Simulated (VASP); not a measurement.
# Hf2N (P4_2/mnm) in VASP: further runs, part 2 of 2

VASP 6.6.1. The steps go on from the part before.

## (5) Single point, PBEsol

This run uses another cell than the first one, of 15.08 Å³/atom.

INCAR reads:

```
SYSTEM = Hf2N
ALGO     = Normal         ! electronic algorithm
EDIFF    = 1E-6           ! SCF threshold, eV
ENCUT    = 520            ! plane-wave cutoff, eV
GGA      = PS             ! functional
ISIF     = 2              ! what is computed and relaxed
ISMEAR   = 0              ! smearing method
LASPH    = .TRUE.         ! aspherical terms in the spheres
LCHARG   = .FALSE.        ! write CHGCAR
LREAL    = .FALSE.        ! projectors in reciprocal space
LWAVE    = .FALSE.        ! write WAVECAR
NBANDS   = 34             ! bands
NELM     = 60             ! most SCF steps
PREC     = Accurate       ! precision mode
SIGMA    = 0.15           ! smearing width, eV
```

KPOINTS reads:

```
k-points
0
G
  10 10 14
  0 0 0
```

POSCAR reads:

```
Hf2N
1.0
    5.2955389246      0.0000000000      0.0000000000
    0.0000000000      5.2955389246      0.0000000000
    0.0000000000      0.0000000000      3.2274489833
Hf N
4 2
Direct
    0.2954633019      0.2954633019      0.0000000000
    0.7045366981      0.7045366981      0.0000000000
    0.7954633019      0.2045366981      0.5000000000
    0.2045366981      0.7954633019      0.5000000000
    0.0000000000      0.0000000000      0.0000000000
    0.5000000000      0.5000000000      0.5000000000
```

Potentials or basis: VASP PAW PBE potentials, release 64 (Hf_pv, N).

Launch:

```bash
cat potpaw_PBE.64/Hf_pv/POTCAR potpaw_PBE.64/N/POTCAR > POTCAR
mpirun -np 1 vasp_std > vasp.out
```

OUTCAR:

```text
SYSTEM = Hf2N
   EDIFF = 1E-6
   ENCUT = 520
   GGA = PS
   ISIF = 2
   ISMEAR = 0
   LASPH = .TRUE.
   LREAL = .FALSE.
   NELM = 60
   PREC = Accurate

 ion  position               nearest neighbor table
   1  0.295  0.295  0.000-   5 2.21   6 2.22   6 2.22   2 3.06   4 3.14   3 3.14   4 3.14   3 3.14
                             4 3.14   4 3.14   3 3.14   3 3.14   2 3.81   2 3.81
   2  0.705  0.705  0.000-   5 2.21   6 2.22   6 2.22   1 3.06   4 3.14   3 3.14   4 3.14   3 3.14
                             3 3.14   3 3.14   4 3.14   4 3.14   1 3.81   1 3.81
   3  0.795  0.205  0.500-   6 2.21   5 2.22   5 2.22   4 3.06   1 3.14   1 3.14   2 3.14   2 3.14
                             2 3.14   2 3.14   1 3.14   1 3.14   4 3.81   4 3.81
   4  0.205  0.795  0.500-   6 2.21   5 2.22   5 2.22   3 3.06   1 3.14   1 3.14   2 3.14   2 3.14
                             1 3.14   1 3.14   2 3.14   2 3.14   3 3.81   3 3.81
   5  0.000  0.000  0.000-   1 2.21   2 2.21   3 2.22   4 2.22   3 2.22   4 2.22
   6  0.500  0.500  0.500-   3 2.21   4 2.21   1 2.22   2 2.22   1 2.22   2 2.22

  LATTYP: Found a simple tetragonal cell.
 ALAT       =     5.2955389246
 C/A-ratio  =     0.6094656331

  Lattice vectors:

 A1 = (   5.2955389246,   0.0000000000,   0.0000000000)
 A2 = (   0.0000000000,   5.2955389246,   0.0000000000)
 A3 = (   0.0000000000,   0.0000000000,   3.2274489833)

Analysis of symmetry for initial positions (statically):
=====================================================================
 Subroutine PRICEL returns:
 Original cell was already a primitive cell.

 Routine SETGRP: Setting up the symmetry group for a
 simple tetragonal supercell.

 Subroutine GETGRP returns: Found 16 space group operations
 (whereof  8 operations were pure point group operations)
 out of a pool of 16 trial point group operations.

The static configuration has the point symmetry D_2h.
 The point group associated with its full space group is D_4h.

Analysis of symmetry for dynamics (positions and initial velocities):
=====================================================================
[... 143 lines left out ...]
   LORBIT       =      0    0 simple, 1 ext, 2 COOP (PROOUT), +10 PAW based schemes
   GGA     = PS    functional components
   LHFCALC =     F    Hartree Fock is set to
   AEXX    =    0.0000 exact exchange contribution
   IVDW    =     0    specifies the selected vdW correction
   LEPSILON=     F    determine dielectric tensor
   LRPA    =     F    only Hartree local field effects (RPA)
 non-spin polarized calculation
 Gauss-broadening in eV      SIGMA  =   0.15
  energy-cutoff  :      520.00
  volume of cell :       90.51
 maximum number of plane-waves:      2468
 NGX is ok and might be reduce to    40
   NGX = 19   NGY = 19   NGZ = 13

 number of electron      50.0000007 magnetization

 Free energy of the ion-electron system (eV)
  ---------------------------------------------------
  ext. energy  EPLUGINS =         0.00000000
  ---------------------------------------------------
  free energy    TOTEN  =       -67.51030200 eV

  energy without entropy =      -67.48214954  energy(sigma->0) =      -67.49622577

 E-fermi :   5.8790     XC(G=0): -12.1599

 val. band max:        5.8734296296   @ k =   0.4000   0.3000   0.1429
 cond. band min:       5.8853082187   @ k =   0.2000   0.0000   0.0714
 fundamental gap:      0.0118785891
 Fermi energy:         5.8789985937

 k-point     1 :       0.0000    0.0000    0.0000
  band No.  band energies     occupation
      1     -25.2579      2.00000
      2     -24.7379      2.00000
      3     -24.6744      2.00000
      4     -24.6744      2.00000
      5     -24.4389      2.00000
      6     -24.2874      2.00000
[... 877 lines left out ...]
     33       9.1009      0.00000
     34       9.8038      0.00000

 [... further k-points ...]

------------------------ aborting loop because EDIFF is reached ----------------------------------------

  FORCE on cell =-STRESS in cart. coord.  units (eV):
  Direction    XX          YY          ZZ          XY          YZ          ZX
  --------------------------------------------------------------------------------------
  -------------------------------------------------------------------------------------
  Total       -0.5192697     -0.5192697     -0.6339002      0.0000000      0.0000000      0.0000000
  in kB       -9.1922933     -9.1922933    -11.2215225      0.0000000      0.0000000      0.0000000
  external PRESSURE =      -9.8687030 kB  Pullay stress =       0.0000000 kB

 VOLUME and BASIS-vectors are now :
 -----------------------------------------------------------------------------
  energy-cutoff  :      520.00
  volume of cell :       90.51
      direct lattice vectors                 reciprocal lattice vectors
     5.295538925  0.000000000  0.000000000     0.188838193  0.000000000  0.000000000
     0.000000000  5.295538925  0.000000000     0.000000000  0.188838193  0.000000000
     0.000000000  0.000000000  3.227448983     0.000000000  0.000000000  0.309842233

 POSITION                                       TOTAL-FORCE (eV/Angst)
 -----------------------------------------------------------------------------------
      1.56464      1.56464      0.00000        -0.003038     -0.003038     -0.000000
      3.73090      3.73090      0.00000         0.003038      0.003038      0.000000
      4.21241      1.08313      1.61372        -0.003038      0.003038      0.000000
      1.08313      4.21241      1.61372         0.003038     -0.003038      0.000000
      0.00000      0.00000      0.00000         0.000000      0.000000      0.000000
      2.64777      2.64777      1.61372         0.000000      0.000000      0.000000
 -----------------------------------------------------------------------------------
    total drift:                                0.000000      0.000000      0.000000

  FREE ENERGIE OF THE ION-ELECTRON SYSTEM (eV)
  ---------------------------------------------------
  free  energy   TOTEN  =       -67.5103020013 eV

  energy  without entropy=      -67.4821495419  energy(sigma->0) =      -67.49622577
```

OSZICAR:

```text
N       E                     dE             d eps       ncg     rms          rms(c)
DAV:   1     0.221784816505E+03    0.22178E+03   -0.27538E+04 11432   0.145E+03
DAV:   2    -0.590591976048E+02   -0.28084E+03   -0.26900E+03 14054   0.359E+02
DAV:   3    -0.739217625738E+02   -0.14863E+02   -0.14456E+02 14686   0.602E+01
DAV:   4    -0.741717758864E+02   -0.25001E+00   -0.24862E+00 14116   0.823E+00
DAV:   5    -0.741767854017E+02   -0.50095E-02   -0.50036E-02 14450   0.976E-01    0.105E+02
DAV:   6    -0.679354095925E+02    0.62414E+01   -0.33704E+01 13628   0.234E+01    0.737E+01
DAV:   7    -0.677187840556E+02    0.21663E+00   -0.52623E+00 13526   0.105E+01    0.185E+01
DAV:   8    -0.675204219672E+02    0.19836E+00   -0.83976E-01 14288   0.391E+00    0.281E+00
DAV:   9    -0.675144140883E+02    0.60079E-02   -0.15206E-01 13312   0.175E+00    0.277E+00
DAV:  10    -0.675104834812E+02    0.39306E-02   -0.30359E-02 13888   0.755E-01    0.962E-01
DAV:  11    -0.675104783412E+02    0.51400E-05   -0.43030E-03 13948   0.303E-01    0.713E-01
DAV:  12    -0.675103004654E+02    0.17788E-03   -0.50680E-04 13730   0.993E-02    0.260E-01
DAV:  13    -0.675103019384E+02   -0.14730E-05   -0.93869E-05 14014   0.397E-02    0.960E-03
DAV:  14    -0.675103020013E+02   -0.62910E-07   -0.21584E-06 10822   0.796E-03
   1 F= -.67510302E+02 E0= -.67496226E+02  d E =-.281525E-01
```

It took 7.1 min on 1 thread of Intel Xeon Platinum 8375C at 2.90GHz (Ice Lake), shared host; peak memory 0.48 GiB.

Results:

```
Free energy            : -67.5103 eV
Pressure               : -1.0 GPa
Largest force          : 0.004 eV/Å
Band gap on the k mesh : zero (bands 25 and 26 overlap by 2.70 eV)
```

Forces in eV/Å, atoms in the order of the input:
```
Hf  -0.003 -0.003  0.000
Hf   0.003  0.003  0.000
Hf  -0.003  0.003  0.000
Hf   0.003 -0.003  0.000
N    0.000  0.000  0.000
N    0.000  0.000  0.000
```

Caveat: the PAW data sets were made with another functional, which shifts forces and pressure a little; spin-orbit coupling is left out, which moves the levels of the heavy elements.

## (6) The runs side by side

| cell | k mesh | smearing | gap on the mesh (eV) | pressure (GPa) | largest force (eV/Å) |
| --- | --- | --- | --- | --- | --- |
| a = 5.350, b = 5.350, c = 3.257 Å, 6 atoms, atomic positions A | 8 × 8 × 12 | gaussian 0.1 eV | none | -6.7 | 0.01 |
| a = 5.405, b = 5.405, c = 3.284 Å, 6 atoms, atomic positions B | 8 × 8 × 12 | gaussian 0.1 eV | none | -11.6 | 0.01 |
| a = 5.478, b = 5.478, c = 3.318 Å, 6 atoms, atomic positions C | 8 × 8 × 12 | gaussian 0.1 eV | none | -16.9 | 0.01 |
| a = 5.296, b = 5.296, c = 3.227 Å, 6 atoms, atomic positions D | 10 × 10 × 14 | gaussian 0.15 eV | none | -1.0 | - |

Alike in all rows: task single point; level PBEsol; potentials or basis VASP PAW PBE potentials, release 64 (Hf_pv, N); no spin polarisation; cutoff (eV) 520.

Caveats: the PAW data sets were made with another functional, which shifts forces and pressure a little; spin-orbit coupling is left out, which moves the levels of the heavy elements; the cell stands under tension (at least some runs).

Absolute energies hang on the potentials; compare differences alone.

The gap in the log of VASP goes by the Fermi energy; the results here count the filled bands.